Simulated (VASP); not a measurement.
# BaHg (Pm-3m) in VASP: notebook

Runs on BaHg. Level: LDA. Tasks: single point.

Program: VASP 6.6.1. These are calculated values, not measurements. Logs are shortened: lines on timing, memory, paths and dates and some standing lists are left out, and cuts for length are marked.

**1. The cell of the first run**

The structure is cubic, space group Pm-3m (No. 221). The conventional cell has a = 4.024 Å, b = 4.024 Å, c = 4.024 Å, α = 90.00°, β = 90.00°, γ = 90.00°. Ba (site symmetry m-3m) has 8 Hg at 3.48 Å and 6 Ba at 4.02 Å within 4.6 Å. Within 4.6 Å of Hg (site symmetry m-3m) lie 8 Ba at 3.48 Å and 6 Hg at 4.02 Å.

**2. Single point, LDA**

The input, INCAR:

```
  ALGO = Normal
  EDIFF = 1E-6
  ENCUT = 500
  GGA_COMPAT = False
  ISIF = 2
  ISMEAR = -1
  LASPH = True
  LCHARG = True
  LELF = True
  LREAL = False
  LVHAR = True
  LWAVE = False
  NBANDS = 22
  NELM = 120
  PREC = Accurate
  SIGMA = 0.05
```

The input, KPOINTS:

```
k-points
0
Gamma
  10 10 10
```

The input, POSCAR:

```
BaHg
1.0
    4.0235121516      0.0000000000      0.0000000000
    0.0000000000      4.0235121516      0.0000000000
    0.0000000000      0.0000000000      4.0235121516
Ba Hg
1 1
Direct
    0.0000000000      0.0000000000      0.0000000000
    0.5000000000      0.5000000000      0.5000000000
```

Potentials or basis: VASP PAW LDA potentials, release 64 (Ba_sv, Hg_sv_GW).

Started as:

```console
$ cat potpaw_LDA.64/Ba_sv/POTCAR potpaw_LDA.64/Hg_sv_GW/POTCAR > POTCAR
$ mpirun -np 1 vasp_std > vasp.out
```

OUTCAR:

```text
EDIFF = 1E-6
   ENCUT = 500
   ISIF = 2
   ISMEAR = -1
   LASPH = True
   LREAL = False
   NELM = 120
   PREC = Accurate

 ion  position               nearest neighbor table
   1  0.000  0.000  0.000-   2 3.48   2 3.48   2 3.48   2 3.48   2 3.48   2 3.48   2 3.48   2 3.48

   2  0.500  0.500  0.500-   1 3.48   1 3.48   1 3.48   1 3.48   1 3.48   1 3.48   1 3.48   1 3.48

  LATTYP: Found a simple cubic cell.
 ALAT       =     4.0235121516

  Lattice vectors:

 A1 = (   4.0235121516,   0.0000000000,   0.0000000000)
 A2 = (   0.0000000000,   4.0235121516,   0.0000000000)
 A3 = (   0.0000000000,   0.0000000000,   4.0235121516)

Analysis of symmetry for initial positions (statically):
=====================================================================
 Subroutine PRICEL returns:
 Original cell was already a primitive cell.

 Routine SETGRP: Setting up the symmetry group for a
 simple cubic supercell.

 Subroutine GETGRP returns: Found 48 space group operations
 (whereof 48 operations were pure point group operations)
 out of a pool of 48 trial point group operations.

The static configuration has the point symmetry O_h .

Analysis of symmetry for dynamics (positions and initial velocities):
=====================================================================
 Subroutine PRICEL returns:
 Original cell was already a primitive cell.

 Routine SETGRP: Setting up the symmetry group for a
 simple cubic supercell.

 Subroutine GETGRP returns: Found 48 space group operations
 (whereof 48 operations were pure point group operations)
 out of a pool of 48 trial point group operations.

The dynamic configuration has the point symmetry O_h .

 Subroutine INISYM returns: Found 48 space group operations
 (whereof 48 operations are pure point group operations),
 and found     1 'primitive' translations

----------------------------------------------------------------------------------------

                                     Primitive cell

  volume of cell :      65.1352

  direct lattice vectors                    reciprocal lattice vectors
     4.023512152  0.000000000  0.000000000     0.248539078  0.000000000  0.000000000
     0.000000000  4.023512152  0.000000000     0.000000000  0.248539078  0.000000000
     0.000000000  0.000000000  4.023512152     0.000000000  0.000000000  0.248539078

  length of vectors
     4.023512152  4.023512152  4.023512152     0.248539078  0.248539078  0.248539078

  position of ions in fractional coordinates (direct lattice)
     0.000000000  0.000000000  0.000000000
     0.500000000  0.500000000  0.500000000

  ion indices of the primitive-cell ions
   primitive index   ion index
                 1           1
                 2           2

----------------------------------------------------------------------------------------

 KPOINTS: k-points

Automatic generation of k-mesh.
 Grid dimensions read from file:
 generate k-points for:   10   10   10

 Generating k-lattice:

  Cartesian coordinates                     Fractional coordinates (reciprocal lattice)
     0.024853908  0.000000000  0.000000000     0.100000000  0.000000000  0.000000000
     0.000000000  0.024853908  0.000000000     0.000000000  0.100000000  0.000000000
     0.000000000  0.000000000  0.024853908     0.000000000  0.000000000  0.100000000

  Length of vectors
     0.024853908  0.024853908  0.024853908

  Shift w.r.t. Gamma in fractional coordinates (k-lattice)
     0.000000000  0.000000000  0.000000000

 Subroutine IBZKPT returns following result:
 ===========================================

 Found     56 irreducible k-points:

 Following reciprocal coordinates:
            Coordinates               Weight
  0.000000  0.000000  0.000000      1.000000
  0.100000  0.000000  0.000000      6.000000
  0.200000  0.000000  0.000000      6.000000
  0.300000  0.000000  0.000000      6.000000
  0.400000  0.000000  0.000000      6.000000
  0.500000  0.000000  0.000000      3.000000
[... 16 lines left out ...]
  0.200000  0.100000  0.100000     24.000000
  0.300000  0.100000  0.100000     24.000000
 [... further k-points ...]
   k-points           NKPTS =     56   k-points in BZ     NKDIM =     56   number of bands    NBANDS=     22
   number of dos      NEDOS =    301   number of ions     NIONS =      2
   total plane-waves  NPLWV =  27000
   dimension x,y,z NGX =    30 NGY =   30 NGZ =   30
   dimension x,y,z NGXF=    60 NGYF=   60 NGZF=   60
   ions per type =               1   1
   NGX,Y,Z   is equivalent  to a cutoff of  12.40, 12.40, 12.40 a.u.
   NGXF,Y,Z  is equivalent  to a cutoff of  24.79, 24.79, 24.79 a.u.
 SYSTEM =  unknown system
   PREC   = accura    normal or accurate (medium, high low for compatibility)
   ISTART =      0    job   : 0-new  1-cont  2-samecut
   ICHARG =      2    charge: 1-file 2-atom 10-const
   ISPIN  =      1    spin polarized calculation?
   LNONCOLLINEAR =      F non collinear calculations
   LSORBIT =      F    spin-orbit coupling
   LASPH  =      T    aspherical Exc in radial PAW
   ENCUT  =  500.0 eV  36.75 Ry    6.06 a.u.   7.34  7.34  7.34*2*pi/ulx,y,z
   NELM   =    120;   NELMIN=  2; NELMDL= -5     # of ELM steps
   EDIFF  = 0.1E-05   stopping-criterion for ELM
   LREAL  =      F    real-space projection
   EDIFFG = 0.1E-04   stopping-criterion for IOM
   NSW    =      0    number of steps for IOM
   IBRION =     -1    ionic relax: 0-MD 1-quasi-New 2-CG
   NFREE  =      0    steps in history (QN), initial steepest desc. (CG)
   ISIF   =      2    stress and relaxation
   ISYM   =      2    0-nonsym 1-usesym 2-fastsym
   POTIM  = 0.5000    time-step for ionic-motion
   TEBEG  =    0.0;   TEEND  =   0.0 temperature during run
   PSTRESS=    0.0 pullay stress
   NELECT =      30.0000    total number of electrons
   NUPDOWN=      -1.0000    fix difference up-down
   EMIN   =  10.00;   EMAX   =-10.00  energy-range for DOS
   EFERMI =   0.00;   METHOD = LEGACY
   ISMEAR =    -1;   SIGMA  =   0.05  broadening in eV -4-tet -1-fermi 0-gaus
   EFERMI_NEDOS =   21; number of points for ismear=-14 and -15
   IALGO  =     38    algorithm
   IMIX   =      4    mixing-type and parameters
     AMIX     =   0.40;   BMIX     =  1.00
     AMIX_MAG =   1.60;   BMIX_MAG =  1.00
  volume/ion in A,a.u.               =      32.57       219.78
  Fermi-wavevector in a.u.,A,eV,Ry     =   1.264280  2.389143 21.747605  1.598404
  Thomas-Fermi vector in A             =   2.397593
   LORBIT       =      0    0 simple, 1 ext, 2 COOP (PROOUT), +10 PAW based schemes
   GGA     = CA    functional components
   LHFCALC =     F    Hartree Fock is set to
   AEXX    =    0.0000 exact exchange contribution
   IVDW    =     0    specifies the selected vdW correction
   LEPSILON=     F    determine dielectric tensor
   LRPA    =     F    only Hartree local field effects (RPA)
 non-spin polarized calculation
  energy-cutoff  :      500.00
  volume of cell :       65.14
 maximum number of plane-waves:      1683
 NGX is ok and might be reduce to    30
   NGX = 15   NGY = 15   NGZ = 15

 number of electron      30.0000001 magnetization

 Free energy of the ion-electron system (eV)
  ---------------------------------------------------
  ext. energy  EPLUGINS =         0.00000000
  ---------------------------------------------------
  free energy    TOTEN  =        -4.38339686 eV

  energy without entropy =       -4.37155094  energy(sigma->0) =       -4.37747390

 E-fermi :   4.0853     XC(G=0): -10.0400

 val. band max:        4.0749802652   @ k =   0.3000   0.3000   0.2000
 cond. band min:       4.0894842487   @ k =   0.4000   0.4000   0.0000
 fundamental gap:      0.0145039835
 Fermi energy:         4.0853237014

 k-point     1 :       0.0000    0.0000    0.0000
  band No.  band energies     occupation
      1    -110.8617      2.00000
      2     -59.4560      2.00000
      3     -59.4560      2.00000
      4     -59.4560      2.00000
      5     -24.0711      2.00000
      6      -9.0568      2.00000
[... 14 lines left out ...]
     21       9.3900      0.00000
     22       9.3900      0.00000

 k-point     2 :       0.1000    0.0000    0.0000
  band No.  band energies     occupation
      1    -110.8617      2.00000
      2     -59.4565      2.00000
      3     -59.4565      2.00000
      4     -59.4563      2.00000
      5     -24.0657      2.00000
      6      -9.1451      2.00000
[... 14 lines left out ...]
     21      10.0556      0.00000
     22      10.0556      0.00000

 k-point     3 :       0.2000    0.0000    0.0000
  band No.  band energies     occupation
      1    -110.8617      2.00000
      2     -59.4564      2.00000
      3     -59.4564      2.00000
      4     -59.4564      2.00000
      5     -24.0516      2.00000
      6      -9.3634      2.00000
[... 14 lines left out ...]
     21      11.0355      0.00000
     22      11.0355      0.00000

 k-point     4 :       0.3000    0.0000    0.0000
  band No.  band energies     occupation
      1    -110.8617      2.00000
      2     -59.4565      2.00000
      3     -59.4564      2.00000
      4     -59.4564      2.00000
      5     -24.0341      2.00000
      6      -9.6121      2.00000
[... 14 lines left out ...]
     21      12.0238      0.00000
     22      12.0510      0.00000

 k-point     5 :       0.4000    0.0000    0.0000
  band No.  band energies     occupation
      1    -110.8617      2.00000
      2     -59.4566      2.00000
      3     -59.4562      2.00000
      4     -59.4562      2.00000
      5     -24.0199      2.00000
      6      -9.7994      2.00000
[... 417 lines left out ...]
 k-point    22 :       0.1000    0.1000    0.1000
  band No.  band energies     occupation
      1    -110.8617      2.00000
      2     -59.4563      2.00000
      3     -59.4563      2.00000
      4     -59.4563      2.00000
      5     -24.0552      2.00000
      6      -9.1646      2.00000
[... 14 lines left out ...]
     21      10.0024      0.00000
     22      10.0382      0.00000

 k-point    23 :       0.2000    0.1000    0.1000
  band No.  band energies     occupation
      1    -110.8617      2.00000
      2     -59.4564      2.00000
      3     -59.4564      2.00000
      4     -59.4564      2.00000
      5     -24.0414      2.00000
      6      -9.3476      2.00000
[... 14 lines left out ...]
     21      10.5216      0.00000
     22      11.0990      0.00000

 k-point    24 :       0.3000    0.1000    0.1000
  band No.  band energies     occupation
      1    -110.8617      2.00000
      2     -59.4565      2.00000
      3     -59.4563      2.00000
      4     -59.4562      2.00000
      5     -24.0242      2.00000
      6      -9.5846      2.00000
[... 14 lines left out ...]
     21      10.9695      0.00000
     22      12.0448      0.00000

 [... further k-points ...]
[... 5 lines left out ...]
  --------------------------------------------------------------------------------------
  -------------------------------------------------------------------------------------
  Total        0.0251322      0.0251322      0.0251322      0.0000000      0.0000000     -0.0000000
  in kB        0.6181935      0.6181935      0.6181935      0.0000000      0.0000000     -0.0000000
  external PRESSURE =       0.6181935 kB  Pullay stress =       0.0000000 kB

 VOLUME and BASIS-vectors are now :
 -----------------------------------------------------------------------------
  energy-cutoff  :      500.00
  volume of cell :       65.14
      direct lattice vectors                 reciprocal lattice vectors
     4.023512152  0.000000000  0.000000000     0.248539078  0.000000000  0.000000000
     0.000000000  4.023512152  0.000000000     0.000000000  0.248539078  0.000000000
     0.000000000  0.000000000  4.023512152     0.000000000  0.000000000  0.248539078

 POSITION                                       TOTAL-FORCE (eV/Angst)
 -----------------------------------------------------------------------------------
      0.00000      0.00000      0.00000         0.000000      0.000000      0.000000
      2.01176      2.01176      2.01176         0.000000      0.000000      0.000000
 -----------------------------------------------------------------------------------
    total drift:                                0.000000      0.000000      0.000000

  FREE ENERGIE OF THE ION-ELECTRON SYSTEM (eV)
  ---------------------------------------------------
  free  energy   TOTEN  =        -4.3833968601 eV

  energy  without entropy=       -4.3715509403  energy(sigma->0) =       -4.37747390
```

Wall time 27 s (1 thread of Intel Xeon 6975P-C (Granite Rapids), shared host); peak memory 0.22 GiB.

What came out:

| Property | Result |
| --- | --- |
| Free energy | -4.3834 eV |
| Pressure | 0.1 GPa |
| Band gap on the k mesh | zero (bands 15 and 16 overlap by 2.35 eV) |

Caveat: spin-orbit coupling is left out, which moves the levels of the heavy elements.

**3. Single point, LDA**

This run uses another cell than the first one, of 24.23 Å³/atom.

The input, INCAR:

```
SYSTEM = BaHg
PREC = Accurate ; ENCUT = 500
EDIFF = 1E-6 ; ISMEAR = -1
SIGMA = 0.05 ; LREAL = .False.
LASPH = .True. ; NELM = 120
ALGO = Normal ; ISIF = 2
LWAVE = .False. ; LCHARG = .True.
LELF = .True. ; LVHAR = .True.
NBANDS = 22 ; GGA_COMPAT = .False.
```

The input, KPOINTS:

```
regular mesh
0
Gamma
  10 10 10
  0 0 0
```

The input, POSCAR:

```
BaHg
1.0
    3.6458906512      0.0000000000      0.0000000000
    0.0000000000      3.6458906512      0.0000000000
    0.0000000000      0.0000000000      3.6458906512
Ba Hg
1 1
Direct
    0.0000000000      0.0000000000      0.0000000000
    0.5000000000      0.5000000000      0.5000000000
```

Potentials or basis: VASP PAW LDA potentials, release 64 (Ba_sv, Hg_sv_GW).

Started as:

```console
$ cat potpaw_LDA.64/Ba_sv/POTCAR potpaw_LDA.64/Hg_sv_GW/POTCAR > POTCAR
$ mpirun -np 1 vasp_std > vasp.out
```

Run time: 26 s. Hardware: 1 thread of AMD EPYC 9R45 (Zen 5), shared host; peak memory 0.17 GiB.

Results (log left out):

* Free energy: -3.4815 eV
* Pressure: 21.5 GPa
* Band gap on the k mesh: zero (bands 15 and 16 overlap by 4.07 eV)

Levels at points of the mesh, in eV from the Fermi level:
| k point | band 11 | band 12 | band 13 | band 14 | band 15 | band 16 | band 17 | band 18 | band 19 | band 20 |
| --- | --- | --- | --- | --- | --- | --- | --- | --- | --- | --- |
| (0.00, 0.00, 0.00) | -7.74 | -7.74 | -7.74 | -7.29 | 0.72 | 0.72 | 5.71 | 5.71 | 5.71 | 6.78 |
| (0.50, 0.00, 0.00) | -7.52 | -7.48 | -7.48 | -3.65 | -2.44 | 0.38 | 1.55 | 1.55 | 6.30 | 8.43 |
| (0.50, 0.50, 0.00) | -8.03 | -8.03 | -7.30 | -5.21 | 1.62 | 1.62 | 1.76 | 4.72 | 4.72 | 6.98 |
| (0.50, 0.50, 0.50) | -7.34 | -7.28 | -7.28 | -2.65 | -2.45 | -2.45 | -2.45 | 9.09 | 9.09 | 9.54 |

Caveat: the cell stands under pressure; spin-orbit coupling is left out, which moves the levels of the heavy elements.
